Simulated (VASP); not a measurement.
Write the native input for VASP 6.6.1 that does the following.

```
Task                   : single point
Functional             : PBEsol
Potentials or basis    : VASP PAW PBE potentials, release 64 (Al)
Cutoff                 : 520 eV
k mesh                 : 20 × 20 × 20
Occupations            : fermi-dirac, width 0.15 eV
Spin                   : no spin polarisation
Dipole correction      : no
Further INCAR settings : ALGO = Fast; EDIFF = 1e-06; NBANDS = 8
```

The structure of Al lies in POSCAR:

```
Al
1.0
    0.0000000000      2.0215313243      2.0215313243
    2.0215313243      0.0000000000      2.0215313243
    2.0215313243      2.0215313243      0.0000000000
Al
1
Direct
    0.0000000000      0.0000000000      0.0000000000
```

One way to write it, as run:

INCAR

```
ALGO     = Fast           # electronic algorithm
EDIFF    = 1E-6           # SCF threshold, eV
ENCUT    = 520            # plane-wave cutoff, eV
GGA      = PS             # functional
ISIF     = 2              # what is computed and relaxed
ISMEAR   = -1             # smearing method
LASPH    = True           # aspherical terms in the spheres
LCHARG   = False          # write CHGCAR
LREAL    = False          # projectors in reciprocal space
LWAVE    = False          # write WAVECAR
NBANDS   = 8              # bands
NELM     = 100            # most SCF steps
PREC     = Accurate       # precision mode
SIGMA    = 0.15           # smearing width, eV
```

KPOINTS

```
k-points
0
Gamma
  20 20 20
```

Potentials or basis: VASP PAW PBE potentials, release 64 (Al).

The run is started by

```sh
$ cat potpaw_PBE.64/Al/POTCAR > POTCAR
$ mpirun -np 1 vasp_std > vasp.out
```

It gave:

```json
{
  "Pressure": "-1.5 GPa",
  "Band gap on the k mesh": "zero (an odd number of electrons rules out a gap without spin polarisation)"
}
```

Caveat: the PAW data sets were made with another functional, which shifts forces and pressure a little.

Run time: 18 s on 1 thread of AMD EPYC 9R45 96-Core Processor (Zen 5) (shared host), peak memory 0.12 GiB.
